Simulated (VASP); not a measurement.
# TiSe (P4/nmm) in VASP: a series of runs

Aim: see how the results for TiSe move with the level of theory and the settings. Levels: PBEsol+D3(BJ), BLYP+D3(BJ), PBEsol. Tasks: single point.

Everything below comes from runs of VASP 6.6.1. Logs are shortened: lines on timing, memory, paths and dates and some standing lists are left out, and cuts for length are marked.

## Step 1: The cell of the first run

Symmetry: P4/nmm, No. 129, tetragonal system. Conventional cell: a = 4.112 Å, b = 4.112 Å, c = 4.636 Å, α = 90.00°, β = 90.00°, γ = 90.00°. Ti (site symmetry -4m2) has 4 Se at 2.49 Å and 4 Ti at 2.91 Å within 3.3 Å. Within 3.5 Å of Se (site symmetry 4mm) lie 4 Ti at 2.49 Å and 4 Se at 3.43 Å.

## Step 2: Single point, PBEsol+D3(BJ)

Input file INCAR:

```
ALGO     = Normal         # electronic algorithm
EDIFF    = 1E-7           # SCF threshold, eV
ENCUT    = 520            # plane-wave cutoff, eV
GGA      = PS             # functional
ISIF     = 2              # what is computed and relaxed
ISMEAR   = 1              # smearing method
IVDW     = 12             # dispersion correction
LASPH    = True           # aspherical terms in the spheres
LCHARG   = False          # write CHGCAR
LREAL    = False          # projectors in reciprocal space
LWAVE    = False          # write WAVECAR
NBANDS   = 26             # bands
NELM     = 80             # most SCF steps
PREC     = Accurate       # precision mode
SIGMA    = 0.3            # smearing width, eV
```

Input file KPOINTS:

```
Automatic mesh
0
Gamma
  6 6 4
  0.5 0.5 0.5
```

Input file POSCAR:

```
TiSe
1.0
    4.1117763931      0.0000000000      0.0000000000
    0.0000000000      4.1117763931      0.0000000000
    0.0000000000      0.0000000000      4.6359844225
Ti Se
2 2
Direct
    0.5000000000      0.5000000000      0.0000000000
    0.0000000000      0.0000000000      0.0000000000
    0.5000000000      0.0000000000      0.3038761421
    0.0000000000      0.5000000000      0.6961238579
```

Potentials or basis: VASP PAW PBE potentials, release 64 (Ti_sv, Se).

Command:

```bash
> cat potpaw_PBE.64/Ti_sv/POTCAR potpaw_PBE.64/Se/POTCAR > POTCAR
> mpirun -np 1 vasp_std > vasp.out
```

OUTCAR:

```text
EDIFF = 1E-7
   ENCUT = 520
   GGA = PS
   ISIF = 2
   ISMEAR = 1
   IVDW = 12
   LASPH = True
   LREAL = False
   NELM = 80
   PREC = Accurate
 IVDW          = 12

 ion  position               nearest neighbor table
   1  0.500  0.500  0.000-   3 2.49   4 2.49   3 2.49   4 2.49   2 2.91   2 2.91   2 2.91   2 2.91

   2  0.000  0.000  0.000-   3 2.49   4 2.49   4 2.49   3 2.49   1 2.91   1 2.91   1 2.91   1 2.91

   3  0.500  0.000  0.304-   1 2.49   2 2.49   1 2.49   2 2.49
   4  0.000  0.500  0.696-   1 2.49   2 2.49   2 2.49   1 2.49

  LATTYP: Found a simple tetragonal cell.
 ALAT       =     4.1117763931
 C/A-ratio  =     1.1274894302

  Lattice vectors:

 A1 = (   4.1117763931,   0.0000000000,   0.0000000000)
 A2 = (   0.0000000000,   4.1117763931,   0.0000000000)
 A3 = (   0.0000000000,   0.0000000000,   4.6359844225)

Analysis of symmetry for initial positions (statically):
=====================================================================
 Subroutine PRICEL returns:
 Original cell was already a primitive cell.

 Routine SETGRP: Setting up the symmetry group for a
 simple tetragonal supercell.

 Subroutine GETGRP returns: Found 16 space group operations
 (whereof  8 operations were pure point group operations)
 out of a pool of 16 trial point group operations.

The static configuration has the point symmetry D_2d.
 The point group associated with its full space group is D_4h.

Analysis of symmetry for dynamics (positions and initial velocities):
=====================================================================
 Subroutine PRICEL returns:
 Original cell was already a primitive cell.

 Routine SETGRP: Setting up the symmetry group for a
 simple tetragonal supercell.

 Subroutine GETGRP returns: Found 16 space group operations
 (whereof  8 operations were pure point group operations)
 out of a pool of 16 trial point group operations.

The dynamic configuration has the point symmetry D_2d.
 The point group associated with its full space group is D_4h.

 Subroutine INISYM returns: Found 16 space group operations
 (whereof  8 operations are pure point group operations),
 and found     1 'primitive' translations

[... 81 lines left out ...]
   LSORBIT =      F    spin-orbit coupling
   LASPH  =      T    aspherical Exc in radial PAW
   ENCUT  =  520.0 eV  38.22 Ry    6.18 a.u.   7.65  7.65  8.62*2*pi/ulx,y,z
   NELM   =     80;   NELMIN=  2; NELMDL= -5     # of ELM steps
   EDIFF  = 0.1E-06   stopping-criterion for ELM
   LREAL  =      F    real-space projection
   EDIFFG = 0.1E-05   stopping-criterion for IOM
   NSW    =      0    number of steps for IOM
   IBRION =     -1    ionic relax: 0-MD 1-quasi-New 2-CG
   NFREE  =      0    steps in history (QN), initial steepest desc. (CG)
   ISIF   =      2    stress and relaxation
   ISYM   =      2    0-nonsym 1-usesym 2-fastsym
   POTIM  = 0.5000    time-step for ionic-motion
   TEBEG  =    0.0;   TEEND  =   0.0 temperature during run
   PSTRESS=    0.0 pullay stress
   NELECT =      36.0000    total number of electrons
   NUPDOWN=      -1.0000    fix difference up-down
   EMIN   =  10.00;   EMAX   =-10.00  energy-range for DOS
   EFERMI =   0.00;   METHOD = LEGACY
   ISMEAR =     1;   SIGMA  =   0.30  broadening in eV -4-tet -1-fermi 0-gaus
   EFERMI_NEDOS =   21; number of points for ismear=-14 and -15
   IALGO  =     38    algorithm
   IMIX   =      4    mixing-type and parameters
     AMIX     =   0.40;   BMIX     =  1.00
     AMIX_MAG =   1.60;   BMIX_MAG =  1.00
  volume/ion in A,a.u.               =      19.59       132.23
  Fermi-wavevector in a.u.,A,eV,Ry     =   1.263112  2.386936 21.707457  1.595453
  Thomas-Fermi vector in A             =   2.396486
   LORBIT       =      0    0 simple, 1 ext, 2 COOP (PROOUT), +10 PAW based schemes
   GGA     = PS    functional components
   LHFCALC =     F    Hartree Fock is set to
   AEXX    =    0.0000 exact exchange contribution
   IVDW    =    12    specifies the selected vdW correction
   LEPSILON=     F    determine dielectric tensor
   LRPA    =     F    only Hartree local field effects (RPA)
 non-spin polarized calculation
 Methfessel and Paxton  Order N= 1 SIGMA  =   0.30
  energy-cutoff  :      520.00
  volume of cell :       78.38
 maximum number of plane-waves:      2124
 NGX is ok and might be reduce to    32
   NGX = 15   NGY = 15   NGZ = 17

 number of electron      36.0000014 magnetization

 Free energy of the ion-electron system (eV)
  ---------------------------------------------------
  ext. energy  EPLUGINS =         0.00000000
  ---------------------------------------------------
  free energy    TOTEN  =       -27.54794587 eV

  energy without entropy =      -27.55503049  energy(sigma->0) =      -27.55030741

 E-fermi :   6.6712     XC(G=0): -10.6749

 val. band max:        6.5998481983   @ k =   0.4167   0.2500   0.3750
 cond. band min:       6.7244129200   @ k =   0.4167   0.4167   0.3750
 fundamental gap:      0.1245647217
 Fermi energy:         6.6711622271

 k-point     1 :       0.0833    0.0833    0.1250
  band No.  band energies     occupation
      1     -50.2028      2.00000
      2     -50.1209      2.00000
      3     -26.7921      2.00000
      4     -26.6943      2.00000
      5     -26.6622      2.00000
      6     -26.6330      2.00000
[... 337 lines left out ...]
     25       9.7601     -0.00000
     26       9.8636     -0.00000

------------------------ aborting loop because EDIFF is reached ----------------------------------------

 Edisp (eV)   -1.81981

 E8    (eV) :    -1.2185

  FORCE on cell =-STRESS in cart. coord.  units (eV):
  Direction    XX          YY          ZZ          XY          YZ          ZX
  --------------------------------------------------------------------------------------
  -------------------------------------------------------------------------------------
  Total       0.08237     0.08237     0.26278     0.00000     0.00000     0.00000
  in kB       1.68367     1.68367     5.37155     0.00000     0.00000     0.00000
  external pressure =        2.91 kB  Pullay stress =        0.00 kB

 VOLUME and BASIS-vectors are now :
 -----------------------------------------------------------------------------
  energy-cutoff  :      520.00
  volume of cell :       78.38
      direct lattice vectors                 reciprocal lattice vectors
     4.111776393  0.000000000  0.000000000     0.243203887  0.000000000  0.000000000
     0.000000000  4.111776393  0.000000000     0.000000000  0.243203887  0.000000000
     0.000000000  0.000000000  4.635984422     0.000000000  0.000000000  0.215703917

 POSITION                                       TOTAL-FORCE (eV/Angst)
 -----------------------------------------------------------------------------------
      2.05589      2.05589      0.00000         0.000000      0.000000      0.000000
      0.00000      0.00000      0.00000        -0.000000     -0.000000      0.000000
      2.05589      0.00000      1.40877        -0.000000      0.000000      0.013309
      0.00000      2.05589      3.22722        -0.000000     -0.000000     -0.013309
 -----------------------------------------------------------------------------------
    total drift:                                0.000000     -0.000000     -0.000000

  FREE ENERGIE OF THE ION-ELECTRON SYSTEM (eV)
  ---------------------------------------------------
  free  energy   TOTEN  =       -29.3677552794 eV

  energy  without entropy=      -29.3748398926  energy(sigma->0) =      -29.37011682
```

stdout:

```text
POSCAR found type information on POSCAR TiSe
 POSCAR found :  2 types and       4 ions
 scaLAPACK will be used
 -----------------------------------------------------------------------------
|                                                                             |
|                                                                             |
|     You enforced a specific xc type in the INCAR file but a different       |
|     I HOPE YOU KNOW WHAT YOU ARE DOING!                                     |
|                                                                             |
 -----------------------------------------------------------------------------

 LDA part: xc-table for (Slater+PW92), standard interpolation
 POSCAR, INCAR and KPOINTS ok, starting setup
 FFT: planning ... GRIDC
 FFT: planning ... GRID_SOFT
 FFT: planning ... GRID
 WAVECAR not read
 entering main loop
```

Wall time 43 s (1 thread of Intel Xeon 8259CL, shared host); peak memory 0.19 GiB.

Results:

```
Free energy                : -29.3678 eV
Pressure                   : 0.3 GPa
Largest force              : 0.013 eV/Å
Band gap on the k mesh     : zero (bands 18 and 19 overlap by 0.80 eV)
Dispersion energy per atom : -0.455 eV
```

Forces in eV/Å, atoms in the order of the input:
```
Ti   0.000  0.000  0.000
Ti   0.000  0.000  0.000
Se   0.000  0.000  0.013
Se   0.000  0.000 -0.013
```

Caveat: so wide a smearing shifts energies and pressures; the PAW data sets were made with another functional, which shifts forces and pressure a little.

## Step 3: Single point, BLYP+D3(BJ)

This run uses another cell than the first one, of 20.28 Å³/atom.

Input file INCAR:

```
PREC = Accurate
ENCUT = 520
EDIFF = 1E-6
ISMEAR = 1
SIGMA = 0.3
LREAL = False
LASPH = True
NELM = 100
ALGO = Normal
ISIF = 2
LWAVE = False
LCHARG = False
GGA = B5
ALDAX = 1.0
AGGAX = 1.0
AGGAC = 1.0
ALDAC = 0.0
IVDW = 12
VDW_S6 = 1.0
VDW_S8 = 2.6996
VDW_A1 = 0.4298
VDW_A2 = 4.2359
NBANDS = 26
```

KPOINTS is that of step 2.

Input file POSCAR:

```
TiSe
1.0
    4.1694747564      0.0000000000      0.0000000000
    0.0000000000      4.1694747564      0.0000000000
    0.0000000000      0.0000000000      4.6668883962
Ti Se
2 2
Direct
    0.5000000000      0.5000000000      0.0000000000
    0.0000000000      0.0000000000      0.0000000000
    0.5000000000      0.0000000000      0.3008916516
    0.0000000000      0.5000000000      0.6991083484
```

Potentials or basis: VASP PAW PBE potentials, release 64 (Ti_sv, Se).

Command:

```bash
> cat potpaw_PBE.64/Ti_sv/POTCAR potpaw_PBE.64/Se/POTCAR > POTCAR
> mpirun -np 1 vasp_std > vasp.out
```

It took 63 s on 1 thread of Intel Xeon 8259CL, shared host; peak memory 0.2 GiB.

The run converged. Its results:

* Free energy: -26.9356 eV
* Pressure: 0.4 GPa
* Largest force: 0.058 eV/Å
* Band gap on the k mesh: zero (bands 18 and 19 overlap by 0.78 eV)
* Dispersion energy per atom: -1.078 eV

Forces in eV/Å, atoms in the order of the input:
```
Ti   0.000  0.000  0.000
Ti   0.000  0.000  0.000
Se   0.000  0.000  0.058
Se   0.000  0.000 -0.058
```

Stress tensor (GPa, compression positive):
```
0.33 0.00 0.00
0.00 0.33 0.00
0.00 0.00 0.56
```

Levels at points of the mesh, in eV from the Fermi level:
```csv
k point,band 15,band 16,band 17,band 18,band 19,band 20,band 21,band 22
"(0.08, 0.08, 0.12)",-3.35,-3.17,-1.30,-0.09,0.40,1.27,1.55,1.77
```

Caveat: so wide a smearing shifts energies and pressures; the PAW data sets were made with another functional, which shifts forces and pressure a little.

(Part 1 of 2 ends here.)
